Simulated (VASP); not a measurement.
A run of VASP 6.6.1 is set up as follows.

Contents of INCAR:

```
ALGO = Normal ; DIPOL = 0.5 0.5 0.342
EDIFF = 1E-6 ; ENCUT = 410
GGA = PE ; GGA_COMPAT = False
IDIPOL = 3 ; ISIF = 2
ISMEAR = 0 ; LASPH = True
LCHARG = False ; LDIPOL = True
LREAL = False ; LWAVE = False
NBANDS = 164 ; NELM = 120
NELMDL = -8 ; PREC = Accurate
SIGMA = 0.05
```

File KPOINTS:

```
k-points
0
Gamma
  3 3 1
```

File POSCAR:

```
Ge5H2
1.0
    8.1473826809      0.0000000000      0.0000000000
    0.0000000000      8.1473826809      0.0000000000
    0.0000000000      0.0000000000     19.5175094652
Ge H
20 8
Direct
    0.5000000000      0.5000000000      0.2513865784
    0.5000000000      0.0000000000      0.2513865784
    0.0000000000      0.5000000000      0.2513865784
    0.0000000000      0.0000000000      0.2513865784
    0.7500000000      0.5000000000      0.3251801834
    0.7500000000      0.0000000000      0.3251801834
    0.2500000000      0.5000000000      0.3251801834
    0.2500000000      0.0000000000      0.3251801834
    0.7468277960      0.7482893046      0.4010826354
    0.7468277960      0.2517106954      0.4010826354
    0.2526183457      0.7475597051      0.3962125832
    0.2526183457      0.2524402949      0.3962125832
    0.0045424410      0.7474118313      0.4723063157
    0.0045424410      0.2525881687      0.4723063157
    0.4954860538      0.7263548611      0.4761280277
    0.4954860538      0.2736451389      0.4761280277
    0.0903190557      0.0000000000      0.5332406917
    0.1130525083      0.5000000000      0.5332406917
    0.3872382744      0.0000000000      0.5068018722
    0.4323005599      0.5000000000      0.5640214744
    0.5083944213      0.6502083350      0.2033868863
    0.5083944213      0.3497916650      0.2033868863
    0.5083944213      0.1502083350      0.2033868863
    0.5083944213     -0.1502083350      0.2033868863
   -0.0083944213      0.3497916650      0.2033868863
   -0.0083944213      0.6502083350      0.2033868863
   -0.0083944213     -0.1502083350      0.2033868863
   -0.0083944213      0.1502083350      0.2033868863
```

Potentials or basis: VASP PAW PBE potentials, release 64 (Ge_d, H).

Launch:

```console
$ cat potpaw_PBE.64/Ge_d/POTCAR potpaw_PBE.64/H/POTCAR > POTCAR
$ mpirun -np 1 vasp_std > vasp.out
```

(1) Estimate the band gap on the k mesh.

(2) Estimate the largest force.

Answers

(1) zero (filled and empty bands overlap).

(2) 0.925 eV/Å.
